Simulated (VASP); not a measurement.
# Fe2Pt (P-3m1) in VASP: notebook

Fe2Pt is run at these levels: PBE; tasks: single point, relaxation of cell and atoms.

Program: VASP 6.6.1. These are calculated values, not measurements. Logs are shortened: lines on timing, memory, paths and dates and some standing lists are left out, and cuts for length are marked.

## (1) The cell of the first run

The structure is trigonal, space group P-3m1 (No. 164). Conventional cell: a = 2.761 Å, b = 2.761 Å, c = 6.185 Å, α = 90.00°, β = 90.00°, γ = 120.00°. Within 3.2 Å of Fe (site symmetry 3m) lie 9 Fe at 2.46 to 2.76 Å and 3 Pt at 2.68 Å. Pt (site symmetry -3m) has 6 Fe at 2.68 Å and 6 Pt at 2.76 Å within 3.5 Å.

## (2) Single point, PBE, collinear spin, ferromagnetic start

Contents of INCAR:

```
SYSTEM = Fe2Pt
ALGO = Normal
EDIFF = 1E-6
ENCUT = 520
GGA = PE
ISIF = 2
ISMEAR = 0
ISPIN = 2
LASPH = .True.
LCHARG = .False.
LMAXMIX = 4
LORBIT = 11
LREAL = .False.
LWAVE = .False.
MAGMOM = 2.92 2.92 0.3
NBANDS = 24
NELM = 150
PREC = Accurate
SIGMA = 0.1
```

Contents of KPOINTS:

```
k-points
0
Gamma
  12 12 4
  0 0 0
```

Contents of POSCAR:

```
Fe2Pt
1.0
    2.7605232750      0.0000000000      0.0000000000
   -1.3802616375      2.3906832839      0.0000000000
    0.0000000000      0.0000000000      6.1851322976
Fe Pt
2 1
Direct
    0.3333333333      0.6666666667      0.6509826666
    0.6666666667      0.3333333333      0.3490173334
    0.0000000000      0.0000000000      0.0000000000
```

Potentials or basis: VASP PAW PBE potentials, release 64 (Fe, Pt).

The run is started by

```
> cat potpaw_PBE.64/Fe/POTCAR potpaw_PBE.64/Pt/POTCAR > POTCAR
> mpirun -np 1 vasp_std > vasp.out
```

OUTCAR:

```text
SYSTEM = Fe2Pt
   EDIFF = 1E-6
   ENCUT = 520
   GGA = PE
   ISIF = 2
   ISMEAR = 0
   ISPIN = 2
   LASPH = .True.
   LORBIT = 11
   LREAL = .False.
   NELM = 150
   PREC = Accurate

 ion  position               nearest neighbor table
   1  0.333  0.667  0.651-   2 2.46   2 2.46   2 2.46   3 2.68   3 2.68   3 2.68
   2  0.667  0.333  0.349-   1 2.46   1 2.46   1 2.46   3 2.68   3 2.68   3 2.68
   3  0.000  0.000  0.000-   1 2.68   2 2.68   2 2.68   1 2.68   2 2.68   1 2.68

  LATTYP: Found a hexagonal cell.
 ALAT       =     2.7605232750
 C/A-ratio  =     2.2405651688

  Lattice vectors:

 A1 = (   2.7605232750,   0.0000000000,   0.0000000000)
 A2 = (  -1.3802616375,   2.3906832839,   0.0000000000)
 A3 = (   0.0000000000,   0.0000000000,   6.1851322976)

Analysis of symmetry for initial positions (statically):
=====================================================================
 Subroutine PRICEL returns:
 Original cell was already a primitive cell.

 Routine SETGRP: Setting up the symmetry group for a
 hexagonal supercell.

 Subroutine GETGRP returns: Found 12 space group operations
 (whereof 12 operations were pure point group operations)
 out of a pool of 24 trial point group operations.

The static configuration has the point symmetry D_3d.

Analysis of symmetry for dynamics (positions and initial velocities):
=====================================================================
 Subroutine PRICEL returns:
 Original cell was already a primitive cell.

 Routine SETGRP: Setting up the symmetry group for a
 hexagonal supercell.

 Subroutine GETGRP returns: Found 12 space group operations
 (whereof 12 operations were pure point group operations)
 out of a pool of 24 trial point group operations.

The dynamic configuration has the point symmetry D_3d.

Analysis of structural, dynamic, and magnetic symmetry:
=====================================================================
 Subroutine PRICEL returns:
 Original cell was already a primitive cell.

 Routine SETGRP: Setting up the symmetry group for a
 hexagonal supercell.

 Subroutine GETGRP returns: Found 12 space group operations
 (whereof 12 operations were pure point group operations)
 out of a pool of 24 trial point group operations.

The overall configuration has the point symmetry D_3d.

 Subroutine INISYM returns: Found 12 space group operations
 (whereof 12 operations are pure point group operations),
 and found     1 'primitive' translations

----------------------------------------------------------------------------------------

                                     Primitive cell

  volume of cell :      40.8190

  direct lattice vectors                    reciprocal lattice vectors
     2.760523275  0.000000000  0.000000000     0.362250161  0.209145228  0.000000000
    -1.380261638  2.390683284  0.000000000     0.000000000  0.418290456  0.000000000
     0.000000000  0.000000000  6.185132298     0.000000000  0.000000000  0.161678029

  length of vectors
     2.760523275  2.760523275  6.185132298     0.418290456  0.418290456  0.161678029

  position of ions in fractional coordinates (direct lattice)
     0.333333333  0.666666667  0.650982667
     0.666666667  0.333333333  0.349017333
     0.000000000  0.000000000  0.000000000

  ion indices of the primitive-cell ions
   primitive index   ion index
                 1           1
                 2           2
                 3           3

----------------------------------------------------------------------------------------

 KPOINTS: k-points

Automatic generation of k-mesh.
 Grid dimensions read from file:
 generate k-points for:   12   12    4

 Generating k-lattice:

  Cartesian coordinates                     Fractional coordinates (reciprocal lattice)
     0.030187513  0.017428769  0.000000000     0.083333333  0.000000000  0.000000000
     0.000000000  0.034857538  0.000000000     0.000000000  0.083333333  0.000000000
     0.000000000  0.000000000  0.040419507     0.000000000  0.000000000  0.250000000

  Length of vectors
     0.034857538  0.034857538  0.040419507

  Shift w.r.t. Gamma in fractional coordinates (k-lattice)
     0.000000000  0.000000000  0.000000000

 Subroutine IBZKPT returns following result:
 ===========================================

 Found     69 irreducible k-points:

 Following reciprocal coordinates:
            Coordinates               Weight
  0.000000  0.000000  0.000000      1.000000
  0.083333  0.000000  0.000000      6.000000
  0.166667  0.000000  0.000000      6.000000
  0.250000  0.000000  0.000000      6.000000
  0.333333  0.000000  0.000000      6.000000
  0.416667  0.000000  0.000000      6.000000
[... 16 lines left out ...]
  0.166667  0.000000  0.250000      6.000000
  0.000000  0.166667  0.250000      6.000000
 [... further k-points ...]
   k-points           NKPTS =     69   k-points in BZ     NKDIM =     69   number of bands    NBANDS=     24
   number of dos      NEDOS =    301   number of ions     NIONS =      3
   total plane-waves  NPLWV =  27648
   dimension x,y,z NGX =    24 NGY =   24 NGZ =   48
   dimension x,y,z NGXF=    48 NGYF=   48 NGZF=   96
   ions per type =               2   1
   NGX,Y,Z   is equivalent  to a cutoff of  14.45, 14.45, 12.90 a.u.
   NGXF,Y,Z  is equivalent  to a cutoff of  28.91, 28.91, 25.80 a.u.
 SYSTEM =  Fe2Pt
   PREC   = accura    normal or accurate (medium, high low for compatibility)
   ISTART =      0    job   : 0-new  1-cont  2-samecut
   ICHARG =      2    charge: 1-file 2-atom 10-const
   ISPIN  =      2    spin polarized calculation?
   LNONCOLLINEAR =      F non collinear calculations
   LSORBIT =      F    spin-orbit coupling
   LASPH  =      T    aspherical Exc in radial PAW
   ENCUT  =  520.0 eV  38.22 Ry    6.18 a.u.   5.13  5.13 11.50*2*pi/ulx,y,z
   NELM   =    150;   NELMIN=  2; NELMDL= -5     # of ELM steps
   EDIFF  = 0.1E-05   stopping-criterion for ELM
   LREAL  =      F    real-space projection
[... 7 lines left out ...]
   TEBEG  =    0.0;   TEEND  =   0.0 temperature during run
   PSTRESS=    0.0 pullay stress
   NELECT =      26.0000    total number of electrons
   NUPDOWN=      -1.0000    fix difference up-down
   EMIN   =  10.00;   EMAX   =-10.00  energy-range for DOS
   EFERMI =   0.00;   METHOD = LEGACY
   ISMEAR =     0;   SIGMA  =   0.10  broadening in eV -4-tet -1-fermi 0-gaus
   EFERMI_NEDOS =   21; number of points for ismear=-14 and -15
   IALGO  =     38    algorithm
   IMIX   =      4    mixing-type and parameters
     AMIX     =   0.40;   BMIX     =  1.00
     AMIX_MAG =   1.60;   BMIX_MAG =  1.00
  volume/ion in A,a.u.               =      13.61        91.82
  Fermi-wavevector in a.u.,A,eV,Ry     =   1.408570  2.661812 26.994907  1.984070
  Thomas-Fermi vector in A             =   2.530714
   LORBIT       =     11    0 simple, 1 ext, 2 COOP (PROOUT), +10 PAW based schemes
   GGA     = PE    functional components
   LHFCALC =     F    Hartree Fock is set to
   AEXX    =    0.0000 exact exchange contribution
   IVDW    =     0    specifies the selected vdW correction
   LEPSILON=     F    determine dielectric tensor
   LRPA    =     F    only Hartree local field effects (RPA)
 spin polarized calculation
 Gauss-broadening in eV      SIGMA  =   0.10
  energy-cutoff  :      520.00
  volume of cell :       40.82
 maximum number of plane-waves:      1115
 NGX is ok and might be reduce to    24
   NGX = 11   NGY = 11   NGZ = 23

 number of electron      26.0000015 magnetization       5.9265466

 Free energy of the ion-electron system (eV)
  ---------------------------------------------------
  ext. energy  EPLUGINS =         0.00000000
  ---------------------------------------------------
  free energy    TOTEN  =       -22.63006686 eV

  energy without entropy =      -22.61267889  energy(sigma->0) =      -22.62137288

 E-fermi :   7.5079     XC(G=0): -12.7903

 val. band max:        7.5051109723   @ k =  -0.0833   0.5000   0.2500
 cond. band min:       7.5132286906   @ k =   0.4167   0.0000   0.5000
 fundamental gap:      0.0081177183
 Fermi energy:         7.5079157443

 spin component 1

 k-point     1 :       0.0000    0.0000    0.0000
  band No.  band energies     occupation
      1      -1.8473      1.00000
      2       0.7626      1.00000
      3       2.3389      1.00000
      4       3.6663      1.00000
      5       3.6663      1.00000
      6       4.4484      1.00000
[... 16 lines left out ...]
     23      26.3942      0.00000
     24      27.2658      0.00000
[... 598 lines left out ...]
      2       1.2502      1.00000
      3       2.2860      1.00000
      4       3.2140      1.00000
      5       3.7154      1.00000
      6       3.8337      1.00000
[... 16 lines left out ...]
     23      23.5391      0.00000
     24      24.7639      0.00000

 [... further k-points ...]

 spin component 2

 k-point     1 :       0.0000    0.0000    0.0000
  band No.  band energies     occupation
      1      -1.6945      1.00000
      2       1.0246      1.00000
      3       3.2458      1.00000
      4       3.9883      1.00000
      5       3.9883      1.00000
      6       4.8713      1.00000
[... 16 lines left out ...]
     23      26.1945      0.00000
     24      27.8400      0.00000
[... 598 lines left out ...]
      2       1.5142      1.00000
      3       2.8097      1.00000
      4       3.5431      1.00000
      5       4.5898      1.00000
      6       4.7134      1.00000
[... 16 lines left out ...]
     23      24.1789      0.00000
     24      25.1909      0.00000

 [... further k-points ...]

------------------------ aborting loop because EDIFF is reached ----------------------------------------

  FORCE on cell =-STRESS in cart. coord.  units (eV):
  Direction    XX          YY          ZZ          XY          YZ          ZX
  --------------------------------------------------------------------------------------
  -------------------------------------------------------------------------------------
  Total        0.0012103      0.0012103     -0.0704934      0.0000000     -0.0000000      0.0000000
  in kB        0.0475033      0.0475033     -2.7669185      0.0000000     -0.0000000      0.0000000
  external PRESSURE =      -0.8906373 kB  Pullay stress =       0.0000000 kB

 VOLUME and BASIS-vectors are now :
 -----------------------------------------------------------------------------
  energy-cutoff  :      520.00
  volume of cell :       40.82
      direct lattice vectors                 reciprocal lattice vectors
     2.760523275  0.000000000  0.000000000     0.362250161  0.209145228  0.000000000
    -1.380261638  2.390683284  0.000000000     0.000000000  0.418290456  0.000000000
     0.000000000  0.000000000  6.185132298     0.000000000  0.000000000  0.161678029

 POSITION                                       TOTAL-FORCE (eV/Angst)
 -----------------------------------------------------------------------------------
     -0.00000      1.59379      4.02641         0.000000      0.000000     -0.039044
      1.38026      0.79689      2.15872        -0.000000     -0.000000      0.039044
      0.00000      0.00000      0.00000        -0.000000      0.000000      0.000000
 -----------------------------------------------------------------------------------
    total drift:                                0.000000      0.000000      0.000000

  FREE ENERGIE OF THE ION-ELECTRON SYSTEM (eV)
  ---------------------------------------------------
  free  energy   TOTEN  =       -22.6300668644 eV

  energy  without entropy=      -22.6126788944  energy(sigma->0) =      -22.62137288

 total charge

# of ion       s       p       d       tot
------------------------------------------
    1        0.444   0.453   6.152   7.049
    2        0.444   0.453   6.152   7.049
    3        0.694   0.638   8.040   9.371
--------------------------------------------------
tot          1.581   1.544  20.344  23.470

 magnetization (x)

# of ion       s       p       d       tot
------------------------------------------
    1       -0.008  -0.030   2.833   2.795
    2       -0.008  -0.030   2.833   2.795
    3       -0.014  -0.036   0.349   0.299
--------------------------------------------------
tot         -0.030  -0.095   6.014   5.888
```

Run time: 2.2 min. Hardware: 1 thread of Intel Xeon Platinum 8259CL at 2.50GHz (Skylake/Cascade Lake), shared host; peak memory 0.26 GiB.

What came out:

```
Free energy                                           : -22.6301 eV
Pressure                                              : -0.1 GPa
Largest force                                         : 0.039 eV/Å
Net moment                                            : 5.93 μB per cell
Site moments                                          : Fe +2.79; Pt +0.30 μB
Valence electrons inside the program's atomic spheres : Fe 7.05; Pt 9.37
```

Forces on the atoms (eV/Å):
```
Fe   0.000  0.000 -0.039
Fe   0.000  0.000  0.039
Pt   0.000  0.000  0.000
```

Stress tensor (GPa, compression positive):
```
 0.00  0.00  0.00
 0.00  0.00  0.00
 0.00  0.00 -0.28
```

Caveat: spin-orbit coupling is left out, which moves the levels of the heavy elements.

## (3) Single point, PBE, collinear spin, ferromagnetic start

Contents of INCAR:

```
PREC = Accurate ; ENCUT = 520
EDIFF = 1E-7 ; ISMEAR = 0
SIGMA = 0.15 ; LREAL = False
LASPH = True ; NELM = 150
ALGO = Normal ; ISIF = 2
LWAVE = False ; LCHARG = False
ISPIN = 2 ; MAGMOM = 3.08 3.08 0.35
LORBIT = 11 ; LMAXMIX = 4
GGA = PE ; NBANDS = 24
```

Contents of KPOINTS:

```
regular mesh
0
Gamma
  12 12 6
```

Contents of POSCAR:

```
Fe2Pt
1.0
    2.7594431278      0.0000000000      0.0000000000
   -1.3797215639      2.3897478490      0.0000000000
    0.0000000000      0.0000000000      6.1910165696
Fe Pt
2 1
Direct
    0.3333333333      0.6666666667      0.6505387834
    0.6666666667      0.3333333333      0.3494612166
    0.0000000000      0.0000000000      0.0000000000
```

Potentials or basis: VASP PAW PBE potentials, release 64 (Fe, Pt).

The run is started by

```
> cat potpaw_PBE.64/Fe/POTCAR potpaw_PBE.64/Pt/POTCAR > POTCAR
> mpirun -np 1 vasp_std > vasp.out
```

Run time: 3.3 min. Hardware: 1 thread of Intel Xeon Platinum 8259CL at 2.50GHz (Skylake/Cascade Lake), shared host; peak memory 0.3 GiB.

It converged, with:

| Property | Result |
| --- | --- |
| Free energy | -22.6384 eV |
| Pressure | -0.1 GPa |
| Largest force | 0.010 eV/Å |
| Net moment | 5.93 μB per cell |
| Site moments | Fe +2.80; Pt +0.30 μB |
| Valence electrons inside the program's atomic spheres | Fe 7.05; Pt 9.37 |

Forces on the atoms (eV/Å):
```
Fe   0.000  0.000  0.010
Fe   0.000  0.000 -0.010
Pt   0.000  0.000  0.000
```

Levels at points of the mesh, in eV from the Fermi level:
Spin up:
| k point | band 14 | band 15 | band 16 | band 17 | band 18 | band 19 |
| --- | --- | --- | --- | --- | --- | --- |
| (0.00, 0.00, 0.00) | -1.84 | -1.21 | -1.21 | -1.18 | -1.18 | 10.95 |
| (0.50, 0.00, 0.00) | -0.47 | 0.01 | 0.95 | 1.92 | 1.95 | 5.88 |
| (0.00, 0.00, 0.50) | -1.96 | -1.96 | -0.52 | -0.52 | 0.48 | 6.56 |
| (0.50, 0.00, 0.50) | -0.84 | -0.76 | -0.02 | 1.55 | 2.58 | 5.05 |
Spin down:
```csv
k point,band 8,band 9,band 10,band 11,band 12,band 13
"(0.00, 0.00, 0.00)",-1.80,-0.91,-0.14,-0.14,0.11,0.11
"(0.50, 0.00, 0.00)",-1.33,-0.38,0.13,0.21,1.71,1.73
"(0.00, 0.00, 0.50)",-1.66,-0.44,-0.44,-0.09,0.06,0.06
"(0.50, 0.00, 0.50)",-0.64,-0.12,0.06,0.33,0.38,1.37
```

Caveat: spin-orbit coupling is left out, which moves the levels of the heavy elements.

## (4) Relaxation of cell and atoms, PBE, collinear spin, ferromagnetic start

This run uses another cell than the first one, of 12.42 Å³/atom.

Contents of INCAR:

```
SYSTEM = Fe2Pt
ALGO = Normal
EDIFF = 1E-6
EDIFFG = -0.05
ENCUT = 600
GGA = PE
IBRION = 2
ISIF = 3
ISMEAR = 0
ISPIN = 2
LASPH = .TRUE.
LCHARG = .FALSE.
LMAXMIX = 4
LORBIT = 11
LREAL = .FALSE.
LWAVE = .FALSE.
MAGMOM = 2.92 2.92 0.3
NELM = 150
NSW = 100
PREC = Accurate
SIGMA = 0.1
```

Contents of KPOINTS:

```
k-points
0
G
  12 12 4
  0 0 0
```

Contents of POSCAR:

```
Fe2Pt
1.0
    2.6175999160      0.0000000000      0.0000000000
   -1.3087999580      2.2669080242      0.0000000000
    0.0000000000      0.0000000000      6.2768510000
Fe Pt
2 1
Direct
    0.3333333300      0.6666666700      0.6445400000
    0.6666666700      0.3333333300      0.3554600000
    0.0000000000      0.0000000000      0.0000000000
```

The run is started by

```
> cat potpaw_PBE.64/Fe/POTCAR potpaw_PBE.64/Pt/POTCAR > POTCAR
> mpirun -np 1 vasp_std > vasp.out
```

It took 12 min on 1 thread of Intel Xeon Platinum 8259CL at 2.50GHz (Skylake/Cascade Lake), shared host; peak memory 0.28 GiB.

It converged, with:

```
Free energy                                           : -22.6281 eV
Relaxed volume                                        : 13.60 Å³/atom
Relaxed cell                                          : a = 2.762 Å, b = 2.762 Å, c = 6.179 Å, α = 90.00°, β = 90.00°, γ = 120.00°
Space group after relaxing (to 0.1 Å)                 : P-3m1 (No. 164)
Energy gained by relaxing                             : 103.9 meV/atom
Ionic steps                                           : 8
Pressure after relaxing                               : 0.0 GPa
Largest force after relaxing                          : 0.015 eV/Å
Net moment                                            : 5.92 μB per cell
Site moments                                          : Fe +2.79; Pt +0.30 μB
Valence electrons inside the program's atomic spheres : Fe 7.05; Pt 9.37
```

Forces in eV/Å, atoms in the order of the input:
```
Fe   0.000  0.000  0.015
Fe   0.000  0.000 -0.015
Pt   0.000  0.000  0.000
```

Step by step:
```tsv
step	energy change (eV)	largest force (eV/Å)	pressure (GPa)	volume (Å³)
1	0.0000	0.7761	21.16	37.25
2	0.0871	0.0654	-18.47	46.75
3	-0.2711	0.2899	-2.34	41.24
4	-0.2714	0.3003	-1.95	41.14
5	-0.3093	0.0887	0.05	40.74
6	-0.3112	0.0312	0.71	40.63
7	-0.3114	0.0039	-0.61	40.94
8	-0.3116	0.0151	-0.05	40.81
```

Final structure:
```
Fe Pt
1.0
     2.76157    0.00000    0.00000
    -1.38078    2.39159    0.00000
     0.00000    0.00000    6.17873
Fe Pt
2 1
Direct
  0.33333 0.66667 0.65036
  0.66667 0.33333 0.34964
  0.00000 0.00000 0.00000
```

Levels at points of the mesh, in eV from the Fermi level:
Spin up:
```tsv
k point	band 14	band 15	band 16	band 17	band 18	band 19
(0.00, 0.00, 0.00)	-1.84	-1.20	-1.20	-1.18	-1.18	11.02
(0.50, 0.00, 0.00)	-0.46	0.01	0.94	1.92	1.95	5.89
(0.00, 0.00, 0.50)	-1.96	-1.96	-0.51	-0.51	0.51	6.61
(0.50, 0.00, 0.50)	-0.84	-0.76	-0.02	1.54	2.58	5.04
```
Spin down:
| k point | band 7 | band 8 | band 9 | band 10 | band 11 | band 12 | band 13 | band 14 |
| --- | --- | --- | --- | --- | --- | --- | --- | --- |
| (0.00, 0.00, 0.00) | -1.81 | -1.81 | -0.90 | -0.15 | -0.15 | 0.10 | 0.10 | 0.60 |
| (0.50, 0.00, 0.00) | -1.57 | -1.33 | -0.40 | 0.14 | 0.21 | 1.71 | 1.73 | 1.88 |
| (0.00, 0.00, 0.50) | -1.66 | -1.66 | -0.45 | -0.45 | -0.07 | 0.06 | 0.06 | 0.95 |
| (0.50, 0.00, 0.50) | -1.55 | -0.65 | -0.12 | 0.06 | 0.33 | 0.39 | 1.37 | 1.67 |

Caveat: spin-orbit coupling is left out, which moves the levels of the heavy elements.

## (5) Overview

```tsv
task	cell	k mesh	cutoff (eV)	smearing	gap on the mesh (eV)	pressure (GPa)	moment (μB)	largest force (eV/Å)
single point	a = 2.761, b = 2.761, c = 6.185 Å, angles 90.0, 90.0, 120.0°, 3 atoms, atomic positions A	12 × 12 × 4	520	gaussian 0.1 eV	none	-0.1	5.93	0.04
single point	a = 2.759, b = 2.759, c = 6.191 Å, angles 90.0, 90.0, 120.0°, 3 atoms, atomic positions B	12 × 12 × 6	520	gaussian 0.15 eV	none	-0.1	5.93	0.01
relaxation of cell and atoms	relaxed from a = 2.618, b = 2.618, c = 6.277 Å, angles 90.0, 90.0, 120.0°, 3 atoms, atomic positions C	12 × 12 × 4	600	gaussian 0.1 eV	none	0.0	5.92	0.02
```

Alike in all rows: level PBE; potentials or basis VASP PAW PBE potentials, release 64 (Fe, Pt); spin collinear, ferromagnetic start.

Caveats: spin-orbit coupling is left out, which moves the levels of the heavy elements.

Absolute energies hang on the potentials; compare differences alone.
